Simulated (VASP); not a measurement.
Set up this calculation in VASP 6.6.1, as the native input.

```yaml
Task: relaxation of cell and atoms
Functional: PBE
Potentials_or_basis: VASP PAW PBE potentials, release 64 (Ca_sv, F)
Cutoff: 600 eV
k_mesh: 8 × 8 × 8
Occupations: gaussian, width 0.02 eV
Spin: no spin polarisation
Dipole_correction: no
Further_INCAR_settings: ALGO = Normal; EDIFF = 1e-07; IBRION = 2; EDIFFG = -0.003; NSW = 50; ISIF = 3
```

The structure of CaF2 (ae) lies in POSCAR:

```
CaF2
1.0
    0.0000000000      2.7664944132      2.7664944132
    2.7664944132      0.0000000000      2.7664944132
    2.7664944132      2.7664944132      0.0000000000
Ca F
1 2
Direct
    0.0000000000      0.0000000000      0.0000000000
    0.2500000000      0.2500000000      0.2500000000
    0.7500000000      0.7500000000      0.7500000000
```

These files were run (other wordings do the same):

INCAR

```
SYSTEM = CaF2
  PREC = Accurate
  ENCUT = 600
  EDIFF = 1E-7
  ISMEAR = 0
  SIGMA = 0.02
  LREAL = .False.
  LASPH = .True.
  NELM = 120
  ALGO = Normal
  ISIF = 3
  LWAVE = .False.
  LCHARG = .False.
  GGA = PE
  IBRION = 2
  NSW = 50
  EDIFFG = -0.003
  GGA_COMPAT = .False.
  NELMIN = 4
```

KPOINTS

```
Automatic mesh
0
Gamma
  8 8 8
  0 0 0
```

Potentials or basis: VASP PAW PBE potentials, release 64 (Ca_sv, F).

Command:

```bash
$ cat potpaw_PBE.64/Ca_sv/POTCAR potpaw_PBE.64/F/POTCAR > POTCAR
$ mpirun -np 1 vasp_std > vasp.out
```

Results of the run:

```yaml
Relaxed_volume: 13.97 Å³/atom
Relaxed_cell: a = 3.899 Å, b = 3.899 Å, c = 3.899 Å, α = 60.00°, β = 60.00°, γ = 60.00°
Space_group_after_relaxing_to_0.05_Å: Fm-3m (No. 225)
Energy_gained_by_relaxing: 0.4 meV/atom
Ionic_steps: 2
Pressure_after_relaxing: 0.0 GPa
Band_gap_on_the_k_mesh: 7.11 eV, indirect (least direct gap 7.37 eV)
```

It took 20 s on 1 thread of Intel(R) Xeon(R) Platinum 8559C (Emerald Rapids) (shared host), peak memory 0.19 GiB.
